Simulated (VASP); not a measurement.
Here is a VASP 6.6.1 calculation.

Contents of INCAR:

```
PREC = Accurate
ENCUT = 520
EDIFF = 1E-6
ISMEAR = -1
SIGMA = 0.1
LREAL = False
LASPH = True
NELM = 60
ALGO = Normal
ISIF = 2
LWAVE = False
LCHARG = True
GGA = RE
LELF = True
LVHAR = True
NBANDS = 8
```

KPOINTS

```
Automatic mesh
0
Gamma
  13 13 13
```

File POSCAR:

```
Al
1.0
    2.7712798726      0.0000000000      0.0000000000
    0.0000000000      2.7712798726      0.0000000000
    0.0000000000      0.0000000000      2.7712798726
Al
1
Direct
    0.0000000000      0.0000000000      0.0000000000
```

Potentials or basis: VASP PAW PBE potentials, release 64 (Al).

Command:

```console
$ cat potpaw_PBE.64/Al/POTCAR > POTCAR
$ mpirun -np 1 vasp_std > vasp.out
```

**Question.** What does it give for the pressure?

**Answer.** -2.1 GPa.

Caveat: the PAW data sets were made with another functional, which shifts forces and pressure a little.
